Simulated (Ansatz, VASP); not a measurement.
**One calculation of Rb, two programs**

The input INCAR:

```
ALGO = Normal
EDIFF = 1E-7
ENCUT = 520
GGA = PS
ISIF = 2
ISMEAR = -1
LASPH = T
LCHARG = T
LELF = T
LREAL = F
LVHAR = T
LWAVE = F
NBANDS = 16
NELM = 100
PREC = Accurate
SIGMA = 0.1
```

Contents of KPOINTS:

```
k-points
0
Gamma
  6 6 6
```

POSCAR

```
Rb
1.0
    0.0000000000      5.0053406720      5.0053406720
    5.0053406720      0.0000000000      5.0053406720
    5.0053406720      5.0053406720      0.0000000000
Rb
2
Direct
    0.1250000000      0.1250000000      0.1250000000
    0.8750000000      0.8750000000      0.8750000000
```

Input for Ansatz:

```yaml
crystal:
  lattice:
    - [0.0, 5.005340672, 5.005340672]
    - [5.005340672, 0.0, 5.005340672]
    - [5.005340672, 5.005340672, 0.0]
  atoms:
    - { symbol: Rb, position: [0.125, 0.125, 0.125] }
    - { symbol: Rb, position: [0.875, 0.875, 0.875] }
hamiltonian:
  xc: pbesol
  pseudopotentials:
    kind: paw
    azcp:
      Rb: "pseudopotentials/Rb.paw.azcp"
basis:
  ecutwfc: 420
  fft_grid_basis: typed
kpoints:
  mp_grid: { grid: [6, 6, 6], shift: [0, 0, 0] }
magnetization:
  spin_polarized: false
scf:
  occupations: { method: fermi_dirac, width: 0.1 }
  lower_state_search: "off"
output:
  stress: true
```

Alike in both runs: task single point; functional PBEsol; k mesh 6 × 6 × 6; occupations fermi-dirac, width 0.1 eV; no spin polarisation.

|  | VASP | Ansatz |
| --- | --- | --- |
| version | VASP 6.6.1 | Ansatz 0.2.0 |
| potentials or method | VASP PAW PBE potentials, release 64 (Rb_sv), cutoff 520 eV | plane waves (420 eV) with PAW, scalar-relativistic |
| valence electrons in the cell | 18 | 18 |

```tsv
	VASP	Ansatz	Ansatz less VASP
pressure (GPa)	0.0	0.0	0.00
```

VASP's potentials were made for PBE, not for PBEsol, and Ansatz warns of the same on its side.
